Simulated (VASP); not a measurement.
Here is a VASP 6.6.1 calculation.

Contents of INCAR:

```
  PREC = Accurate
  ENCUT = 520
  EDIFF = 1E-6
  ISMEAR = 0
  SIGMA = 0.2
  LREAL = F
  LASPH = T
  NELM = 80
  ALGO = Normal
  ISIF = 2
  LWAVE = F
  LCHARG = F
  GGA = PE
  NBANDS = 45
```

Contents of KPOINTS:

```
Automatic mesh
0
Gamma
  4 4 4
```

Contents of POSCAR:

```
SrHg3O4
1.0
    4.9911429859      0.0000000000      0.0000000000
    0.0000000000      4.9911429859      0.0000000000
    0.0000000000      0.0000000000      4.9911429859
Sr Hg O
1 3 4
Direct
    0.0000000000      0.0000000000      0.0000000000
    0.0000000000      0.5000000000      0.5000000000
    0.5000000000      0.0000000000      0.5000000000
    0.5000000000      0.5000000000      0.0000000000
    0.5000000000      0.0000000000      0.0000000000
    0.5000000000      0.5000000000      0.5000000000
    0.0000000000      0.0000000000      0.5000000000
    0.0000000000      0.5000000000      0.0000000000
```

Potentials or basis: VASP PAW PBE potentials, release 64 (Sr_sv, Hg, O).

Command:

```console
$ cat potpaw_PBE.64/Sr_sv/POTCAR potpaw_PBE.64/Hg/POTCAR potpaw_PBE.64/O/POTCAR > POTCAR
$ mpirun -np 1 vasp_std > vasp.out
```

(1) Predict the pressure.

(2) Estimate the band gap on the k mesh.

Answers

(1) 0.8 GPa.

(2) zero (band 35 reaches 2.00 eV, above the bottom of band 36 at 0.97 eV).

Caveat: spin-orbit coupling is left out, which moves the levels of the heavy elements.
